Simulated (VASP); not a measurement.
Set up this calculation in VASP 6.6.1, as the native input.

| Property | Result |
| --- | --- |
| Task | single point |
| Functional | PBE |
| Potentials or basis | VASP PAW PBE potentials, release 64 (Te, O) |
| Cutoff | 520 eV |
| k mesh | 4 × 6 × 4 |
| Occupations | gaussian, width 0.1 eV |
| Spin | no spin polarisation |
| Dipole correction | no |
| Further INCAR settings | ALGO = Normal; EDIFF = 1e-06; NBANDS = 20 |

The structure of TeO lies in POSCAR:

```
TeO
1.0
    5.1909657600      0.0000000000      0.0000000000
    0.0000000000      3.1236028200      0.0000000000
    0.0000000000      0.0000000000      5.4730810900
Te O
2 2
Direct
    0.2500000000      0.0000000000      0.1878074700
    0.7500000000      0.0000000000      0.8121925300
    0.2500000000      0.5000000000      0.6987790900
    0.7500000000      0.5000000000      0.3012209100
```

These files were run (other wordings do the same):

INCAR

```
SYSTEM = TeO
PREC = Accurate
ENCUT = 520
EDIFF = 1E-6
ISMEAR = 0
SIGMA = 0.1
LREAL = .False.
LASPH = .True.
NELM = 100
ALGO = Normal
ISIF = 2
LWAVE = .False.
LCHARG = .False.
GGA = PE
NBANDS = 20
```

KPOINTS

```
Automatic mesh
0
Gamma
  4 6 4
  0 0 0
```

Potentials or basis: VASP PAW PBE potentials, release 64 (Te, O).

Launch:

```sh
$ cat potpaw_PBE.64/Te/POTCAR potpaw_PBE.64/O/POTCAR > POTCAR
$ mpirun -np 1 vasp_std > vasp.out
```

It gave:

The pressure is -15.6 GPa. The largest force is 0.565 eV/Å. The band gap on the k mesh is zero (band 12 reaches 4.65 eV, above the bottom of band 13 at 2.98 eV).

Caveat: spin-orbit coupling is left out, which moves the levels of the heavy elements.

Wall time 120 s on 1 thread of AMD EPYC 7R13 Processor (Zen 3) (shared host), peak memory 0.18 GiB.
